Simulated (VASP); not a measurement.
# P: single point with PBEsol

Crystal: P.

```
CELL_PARAMETERS angstrom
4.51650 -3.98590 -0.00966
4.51650 3.98590 -0.00966
-0.03342 0.00000 5.29426
ATOMIC_POSITIONS crystal
P 0.85127 0.85127 0.23756
P 0.14873 0.14873 0.76244
P 0.71918 0.71918 0.58554
P 0.28082 0.28082 0.41446
P 0.50160 0.77839 0.24938
P 0.22161 0.49840 0.75062
P 0.49840 0.22161 0.75062
P 0.77839 0.50160 0.24938
```

```json
{"Program": "VASP 6.6.1", "Task": "single point", "Functional": "PBEsol", "Potentials or basis": "VASP PAW PBE potentials, release 64 (P)", "Cutoff": "520 eV", "k mesh": "6 × 6 × 6", "Occupations": "gaussian, width 0.05 eV", "Spin": "no spin polarisation"}
```

The pressure is -0.2 GPa, the largest force is 0.083 eV/Å and the band gap on the k mesh is 2.06 eV (least direct gap 2.47 eV).

Forces on the atoms (eV/Å):
```
P   -0.076  0.000  0.030
P    0.076  0.000 -0.030
P   -0.006  0.000 -0.083
P    0.006  0.000  0.083
P    0.039 -0.069  0.027
P   -0.039 -0.069 -0.027
P   -0.039  0.069 -0.027
P    0.039  0.069  0.027
```

Levels at points of the mesh, in eV from the valence-band top:
```
           k point  band 16  band 17  band 18  band 19  band 20  band 21  band 22  band 23  band 24  band 25
(0.00, 0.00, 0.00)    -0.91    -0.84    -0.82    -0.71    -0.64     2.06     2.94     3.07     3.08     4.23
(0.50, 0.00, 0.00)    -0.99    -0.91    -0.73    -0.60    -0.52     2.77     2.90     3.38     3.41     4.11
(0.50, 0.50, 0.00)    -1.04    -1.03    -0.90    -0.41    -0.38     2.64     3.06     3.16     3.22     3.32
(0.00, 0.00, 0.50)    -1.24    -1.09    -0.94    -0.56    -0.46     3.43     3.66     3.74     4.03     4.59
(0.50, 0.00, 0.50)    -0.98    -0.94    -0.55    -0.29     0.00     2.70     3.11     3.59     3.69     4.02
(0.50, 0.50, 0.50)    -1.19    -0.87    -0.70    -0.67    -0.67     2.85     2.92     3.06     3.43     3.63
```

Run time: 10 min on 1 thread of Intel Xeon 8259CL, with other jobs on the host, peak memory 0.45 GiB.

Caveat: this functional lacks dispersion, which holds the molecules together, so the pressure and a relaxed volume are unreliable; the PAW data sets were made with another functional, which shifts forces and pressure a little. A k mesh can miss the band edges.
